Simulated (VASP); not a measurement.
# SnO2 (Pm) in VASP: single point with r2SCAN

Aim: the single point of SnO2 with r2SCAN.

Everything below comes from runs of VASP 6.6.1. Logs are shortened: lines on timing, memory, paths and dates and some standing lists are left out, and cuts for length are marked.

### 1 The cell of the first run

It takes space group Pm (No. 6, monoclinic). Conventional cell: a = 4.760 Å, b = 3.201 Å, c = 11.520 Å, α = 90.00°, β = 90.00°, γ = 90.00°. Sn (site symmetry m) has 6 O at 2.06 to 2.07 Å within 2.7 Å. Sn (site symmetry m) has 6 O at 2.06 to 2.07 Å within 2.7 Å. Sn (site symmetry m) has 6 O at 2.06 to 2.07 Å within 2.7 Å. Sn (site symmetry m) has 3 O at 2.06 to 2.07 Å within 2.7 Å. O (site symmetry m) has 2 Sn at 2.07 Å and 1 O at 2.61 Å within 2.7 Å. Within 2.7 Å of O (site symmetry m) lie 3 Sn at 2.06 to 2.07 Å and 1 O at 2.61 Å. Within 2.7 Å of O (site symmetry m) lie 1 Sn at 2.06 Å. O (site symmetry m) has 3 Sn at 2.06 to 2.07 Å and 1 O at 2.61 Å within 2.7 Å.

### 2 Single point, r2SCAN (the distance across one plane changed)

File POSCAR:

```
SnO2
1.0
    0.0000000000      0.0000000000     -3.2007107590
   -4.7598182097      0.0000000000      0.0000000000
    0.0000000000     11.5201150501      0.0000000000
Sn O
4 8
Direct
    0.5000000000      0.5000000000      0.1665177105
    0.5000000000      0.5000000000      0.5797130218
    1.0000000000      0.0000000000      0.3731153662
    1.0000000000      0.0000000000      0.7863106775
    0.0000000000      0.6941376349      0.0863405561
    0.0000000000      0.6941376349      0.4995358675
    0.5000000000      0.1941376349      0.0400972092
    0.5000000000      0.1941376349      0.4532925205
    0.5000000000      0.8058623651      0.2929382118
    0.5000000000      0.8058623651      0.7061335232
    1.0000000000      0.3058623651      0.2466948648
    1.0000000000      0.3058623651      0.6598901762
```

File INCAR.step1:

```
SYSTEM = SnO2
PREC = Accurate ; ENCUT = 520
ISMEAR = 0 ; SIGMA = 0.05
LREAL = .FALSE. ; LASPH = .TRUE.
NELM = 60 ; NBANDS = 64
GGA = PE ; ALGO = Normal
EDIFF = 1E-4 ; LWAVE = .TRUE.
LCHARG = .FALSE.
```

File INCAR.step2:

```
SYSTEM = SnO2
PREC = Accurate ; ENCUT = 520
EDIFF = 1E-6 ; ISMEAR = 0
SIGMA = 0.05 ; LREAL = .FALSE.
LASPH = .TRUE. ; NELM = 60
ALGO = Normal ; ISIF = 2
LWAVE = .FALSE. ; LCHARG = .TRUE.
METAGGA = R2SCAN ; LMIXTAU = .TRUE.
LELF = .TRUE. ; LVHAR = .TRUE.
NBANDS = 64 ; ISTART = 1
```

File KPOINTS:

```
Automatic mesh
0
G
  8 6 3
  0 0 0
```

Potentials or basis: VASP PAW PBE potentials, release 64 (Sn_d, O).

Started as:

```bash
$ cat potpaw_PBE.64/Sn_d/POTCAR potpaw_PBE.64/O/POTCAR > POTCAR
$ cp INCAR.step1 INCAR
$ mpirun -np 1 vasp_std > vasp.out
$ cp INCAR.step2 INCAR
$ mpirun -np 1 vasp_std > vasp.out
```

OUTCAR:

```text
SYSTEM = SnO2
   PREC = Accurate
   ENCUT = 520
   EDIFF = 1E-6
   ISMEAR = 0
   LREAL = .FALSE.
   LASPH = .TRUE.
   NELM = 60
   ISIF = 2
   METAGGA = R2SCAN
   ISTART = 1

 ion  position               nearest neighbor table
   1  0.500  0.500  0.167-   9 2.06   7 2.06  11 2.07  11 2.07   5 2.07   5 2.07   3 3.73   3 3.73
                             3 3.73   3 3.73
   2  0.500  0.500  0.580-   8 2.06  10 2.06   6 2.07   6 2.07  12 2.07  12 2.07   3 3.73   3 3.73
                             3 3.73   3 3.73   4 3.73   4 3.73   4 3.73   4 3.73
   3  0.000  0.000  0.373-   6 2.06  11 2.06   8 2.07   8 2.07   9 2.07   9 2.07   2 3.73   2 3.73
                             2 3.73   2 3.73   1 3.73   1 3.73   1 3.73   1 3.73
   4  0.000  0.000  0.786-  12 2.06  10 2.07  10 2.07   2 3.73   2 3.73   2 3.73   2 3.73
   5  0.000  0.694  0.086-   1 2.07   1 2.07
   6  0.000  0.694  0.500-   3 2.06   2 2.07   2 2.07
   7  0.500  0.194  0.040-   1 2.06
   8  0.500  0.194  0.453-   2 2.06   3 2.07   3 2.07
   9  0.500  0.806  0.293-   1 2.06   3 2.07   3 2.07
  10  0.500  0.806  0.706-   2 2.06   4 2.07   4 2.07
  11  0.000  0.306  0.247-   3 2.06   1 2.07   1 2.07
  12  0.000  0.306  0.660-   4 2.06   2 2.07   2 2.07

  LATTYP: Found a simple orthorhombic cell.
 ALAT       =     3.2007107590
 B/A-ratio  =     1.4871128846
 C/A-ratio  =     3.5992365189

  Lattice vectors:

 A1 = (   0.0000000000,   0.0000000000,  -3.2007107590)
 A2 = (  -4.7598182097,   0.0000000000,   0.0000000000)
 A3 = (   0.0000000000,  11.5201150501,   0.0000000000)

Analysis of symmetry for initial positions (statically):
=====================================================================
 Subroutine PRICEL returns:
 Original cell was already a primitive cell.

 Routine SETGRP: Setting up the symmetry group for a
 simple orthorhombic supercell.

 Subroutine GETGRP returns: Found  2 space group operations
 (whereof  2 operations were pure point group operations)
 out of a pool of  8 trial point group operations.

The static configuration has the point symmetry C_1h.

Analysis of symmetry for dynamics (positions and initial velocities):
=====================================================================
 Subroutine PRICEL returns:
 Original cell was already a primitive cell.

 Routine SETGRP: Setting up the symmetry group for a
 simple orthorhombic supercell.

 Subroutine GETGRP returns: Found  2 space group operations
 (whereof  2 operations were pure point group operations)
 out of a pool of  8 trial point group operations.

The dynamic configuration has the point symmetry C_1h.

 Subroutine INISYM returns: Found  2 space group operations
 (whereof  2 operations are pure point group operations),
 and found     1 'primitive' translations

----------------------------------------------------------------------------------------

                                     Primitive cell

  volume of cell :     175.5067

  direct lattice vectors                    reciprocal lattice vectors
     0.000000000  0.000000000 -3.200710759     0.000000000  0.000000000 -0.312430605
    -4.759818210  0.000000000  0.000000000    -0.210092057  0.000000000  0.000000000
     0.000000000 11.520115050  0.000000000     0.000000000  0.086804689  0.000000000

  length of vectors
     3.200710759  4.759818210 11.520115050     0.312430605  0.210092057  0.086804689

  position of ions in fractional coordinates (direct lattice)
     0.500000000  0.500000000  0.166517711
     0.500000000  0.500000000  0.579713022
     0.000000000  0.000000000  0.373115366
     0.000000000  0.000000000  0.786310677
     0.000000000  0.694137635  0.086340556
     0.000000000  0.694137635  0.499535868
     0.500000000  0.194137635  0.040097209
     0.500000000  0.194137635  0.453292520
     0.500000000  0.805862365  0.292938212
     0.500000000  0.805862365  0.706133523
     0.000000000  0.305862365  0.246694865
     0.000000000  0.305862365  0.659890176

  ion indices of the primitive-cell ions
   primitive index   ion index
                 1           1
                 2           2
                 3           3
                 4           4
                 5           5
                 6           6
                 7           7
                 8           8
                 9           9
                10          10
                11          11
                12          12

----------------------------------------------------------------------------------------

 KPOINTS: Automatic mesh

Automatic generation of k-mesh.
 Grid dimensions read from file:
 generate k-points for:    8    6    3

 Generating k-lattice:

  Cartesian coordinates                     Fractional coordinates (reciprocal lattice)
     0.000000000  0.000000000 -0.039053826     0.125000000  0.000000000  0.000000000
    -0.035015343  0.000000000  0.000000000     0.000000000  0.166666667  0.000000000
     0.000000000  0.028934896  0.000000000     0.000000000  0.000000000  0.333333333

  Length of vectors
     0.039053826  0.035015343  0.028934896

  Shift w.r.t. Gamma in fractional coordinates (k-lattice)
     0.000000000  0.000000000  0.000000000

 Subroutine IBZKPT returns following result:
 ===========================================

 Found     50 irreducible k-points:

 Following reciprocal coordinates:
            Coordinates               Weight
  0.000000  0.000000  0.000000      1.000000
  0.125000  0.000000  0.000000      2.000000
  0.250000  0.000000  0.000000      2.000000
  0.375000  0.000000  0.000000      2.000000
  0.500000  0.000000  0.000000      1.000000
  0.000000  0.166667  0.000000      2.000000
[... 16 lines left out ...]
  0.250000  0.000000  0.333333      4.000000
  0.375000  0.000000  0.333333      4.000000
 [... further k-points ...]
   k-points           NKPTS =     50   k-points in BZ     NKDIM =     50   number of bands    NBANDS=     64
   number of dos      NEDOS =    301   number of ions     NIONS =     12
   total plane-waves  NPLWV =  77760
   dimension x,y,z NGX =    24 NGY =   36 NGZ =   90
   dimension x,y,z NGXF=    48 NGYF=   72 NGZF=  180
   ions per type =               4   8
   NGX,Y,Z   is equivalent  to a cutoff of  12.47, 12.57, 12.99 a.u.
   NGXF,Y,Z  is equivalent  to a cutoff of  24.93, 25.15, 25.98 a.u.
 SYSTEM =  SnO2
   PREC   = accura    normal or accurate (medium, high low for compatibility)
   ISTART =      1    job   : 0-new  1-cont  2-samecut
   ICHARG =      0    charge: 1-file 2-atom 10-const
   ISPIN  =      1    spin polarized calculation?
   LNONCOLLINEAR =      F non collinear calculations
   LSORBIT =      F    spin-orbit coupling
   LASPH  =      T    aspherical Exc in radial PAW
   ENCUT  =  520.0 eV  38.22 Ry    6.18 a.u.   5.95  8.85 21.42*2*pi/ulx,y,z
   NELM   =     60;   NELMIN=  2; NELMDL=  0     # of ELM steps
   EDIFF  = 0.1E-05   stopping-criterion for ELM
   LREAL  =      F    real-space projection
   EDIFFG = 0.1E-04   stopping-criterion for IOM
   NSW    =      0    number of steps for IOM
   IBRION =     -1    ionic relax: 0-MD 1-quasi-New 2-CG
   NFREE  =      0    steps in history (QN), initial steepest desc. (CG)
   ISIF   =      2    stress and relaxation
   ISYM   =      2    0-nonsym 1-usesym 2-fastsym
   POTIM  = 0.5000    time-step for ionic-motion
   TEBEG  =    0.0;   TEEND  =   0.0 temperature during run
   PSTRESS=    0.0 pullay stress
   NELECT =     104.0000    total number of electrons
   NUPDOWN=      -1.0000    fix difference up-down
   EMIN   =  10.00;   EMAX   =-10.00  energy-range for DOS
   EFERMI =   0.00;   METHOD = LEGACY
   ISMEAR =     0;   SIGMA  =   0.05  broadening in eV -4-tet -1-fermi 0-gaus
   EFERMI_NEDOS =   21; number of points for ismear=-14 and -15
   IALGO  =     38    algorithm
   IMIX   =      4    mixing-type and parameters
     AMIX     =   0.40;   BMIX     =  1.00
     AMIX_MAG =   1.60;   BMIX_MAG =  1.00
  volume/ion in A,a.u.               =      14.63        98.70
  Fermi-wavevector in a.u.,A,eV,Ry     =   1.375059  2.598485 25.725731  1.890788
  Thomas-Fermi vector in A             =   2.500429
   LORBIT       =      0    0 simple, 1 ext, 2 COOP (PROOUT), +10 PAW based schemes
   METAGGA = R2SCAN    functional components
   LHFCALC =     F    Hartree Fock is set to
   AEXX    =    0.0000 exact exchange contribution
   IVDW    =     0    specifies the selected vdW correction
   LEPSILON=     F    determine dielectric tensor
   LRPA    =     F    only Hartree local field effects (RPA)
 non-spin polarized calculation
 Gauss-broadening in eV      SIGMA  =   0.05
  energy-cutoff  :      520.00
  volume of cell :      175.51
 maximum number of plane-waves:      4768
   NGX = 11   NGY = 17   NGZ = 43

 number of electron     103.9999998 magnetization

 Free energy of the ion-electron system (eV)
  ---------------------------------------------------
  ext. energy  EPLUGINS =         0.00000000
  ---------------------------------------------------
  free energy    TOTEN  =      -162.21900267 eV

  energy without entropy =     -162.21149365  energy(sigma->0) =     -162.21524816

 E-fermi :   3.8814     XC(G=0): -10.7111

 val. band max:        3.8736340389   @ k =   0.1250   0.5000   0.3333
 cond. band min:       3.8857354987   @ k =   0.0000   0.5000   0.3333
 fundamental gap:      0.0121014597
 Fermi energy:         3.8813781271

 k-point     1 :       0.0000    0.0000    0.0000
  band No.  band energies     occupation
      1     -18.7634      2.00000
      2     -18.1161      2.00000
      3     -17.8527      2.00000
      4     -17.7561      2.00000
      5     -17.7079      2.00000
      6     -17.6607      2.00000
[... 56 lines left out ...]
     63      13.5076      0.00000
     64      14.6404      0.00000

 k-point     2 :       0.1250    0.0000    0.0000
  band No.  band energies     occupation
      1     -18.7125      2.00000
      2     -18.1363      2.00000
      3     -17.9611      2.00000
      4     -17.7646      2.00000
      5     -17.7191      2.00000
      6     -17.6665      2.00000
[... 56 lines left out ...]
     63      12.5198      0.00000
     64      14.3353      0.00000

 k-point     3 :       0.2500    0.0000    0.0000
  band No.  band energies     occupation
      1     -18.6305      2.00000
      2     -18.3997      2.00000
      3     -18.0299      2.00000
      4     -17.7969      2.00000
      5     -17.6562      2.00000
      6     -17.6137      2.00000
[... 1396 lines left out ...]
     63      13.4302      0.00000
     64      13.9572      0.00000

 k-point    24 :       0.3750    0.0000    0.3333
  band No.  band energies     occupation
      1     -18.7067      2.00000
      2     -18.5729      2.00000
      3     -18.0634      2.00000
      4     -17.8499      2.00000
      5     -17.6891      2.00000
      6     -17.6073      2.00000
[... 56 lines left out ...]
     63      14.1459      0.00000
     64      14.3100      0.00000

 [... further k-points ...]

------------------------ aborting loop because EDIFF is reached ----------------------------------------

  FORCE on cell =-STRESS in cart. coord.  units (eV):
  Direction    XX          YY          ZZ          XY          YZ          ZX
  --------------------------------------------------------------------------------------
  -------------------------------------------------------------------------------------
  Total        0.6405653     -0.1627442      2.1605822      0.4374613      0.0000000      0.0000000
  in kB        5.8476367     -1.4856709     19.7236716      3.9935267      0.0000000      0.0000000
  external PRESSURE =       8.0285458 kB  Pullay stress =       0.0000000 kB

 VOLUME and BASIS-vectors are now :
 -----------------------------------------------------------------------------
  energy-cutoff  :      520.00
  volume of cell :      175.51
      direct lattice vectors                 reciprocal lattice vectors
     0.000000000  0.000000000 -3.200710759     0.000000000  0.000000000 -0.312430605
    -4.759818210  0.000000000  0.000000000    -0.210092057  0.000000000  0.000000000
     0.000000000 11.520115050  0.000000000     0.000000000  0.086804689  0.000000000

 POSITION                                       TOTAL-FORCE (eV/Angst)
 -----------------------------------------------------------------------------------
     -2.37991      1.91830     -1.60036        -0.085325     -0.819381      0.000000
     -2.37991      6.67836     -1.60036         0.046184     -1.471176      0.000000
      0.00000      4.29833      0.00000        -0.170342     -1.246224      0.000000
      0.00000      9.05839      0.00000        -0.188761      1.057468      0.000000
     -3.30397      0.99465      0.00000         0.158089     -0.574259      0.000000
     -3.30397      5.75471      0.00000         0.116378      0.531899      0.000000
     -0.92406      0.46192     -1.60036        -0.068392     -0.406911      0.000000
     -0.92406      5.22198     -1.60036        -0.232269      0.692583      0.000000
     -3.83576      3.37468     -1.60036        -0.162182      0.551512      0.000000
     -3.83576      8.13474     -1.60036         0.251819      0.283812      0.000000
     -1.45585      2.84195      0.00000         0.397673      0.941498      0.000000
     -1.45585      7.60201      0.00000        -0.062870      0.459179      0.000000
 -----------------------------------------------------------------------------------
    total drift:                                0.000690     -0.011295     -0.000000

  FREE ENERGIE OF THE ION-ELECTRON SYSTEM (eV)
  ---------------------------------------------------
  free  energy   TOTEN  =      -162.2190026725 eV

  energy  without entropy=     -162.2114936504  energy(sigma->0) =     -162.21524816
```

It took 56 min on 1 thread of Oxide Virtual Turin-like, shared host; peak memory 0.52 GiB.

Results:

```yaml
Free_energy: -162.2190 eV
Pressure: 0.8 GPa
Largest_force: 1.472 eV/Å
Band_gap_on_the_k_mesh: zero (bands 52 and 53 overlap by 0.12 eV)
```

Forces on the atoms (eV/Å):
```
Sn  -0.085 -0.819  0.000
Sn   0.046 -1.471  0.000
Sn  -0.170 -1.246  0.000
Sn  -0.189  1.057  0.000
O    0.158 -0.574  0.000
O    0.116  0.532  0.000
O   -0.068 -0.407  0.000
O   -0.232  0.693  0.000
O   -0.162  0.552  0.000
O    0.252  0.284  0.000
O    0.398  0.941  0.000
O   -0.063  0.459  0.000
```

Stress tensor (GPa, compression positive):
```
 0.58  0.40  0.00
 0.40 -0.15  0.00
 0.00  0.00  1.97
```

Caveat: the cell differs from its parent crystal (the distance across one plane changed); semilocal functionals underestimate gaps, so a narrow gap can read as zero; the PAW data sets were made with another functional, which shifts forces and pressure a little; spin-orbit coupling is left out, which moves the levels of the heavy elements.
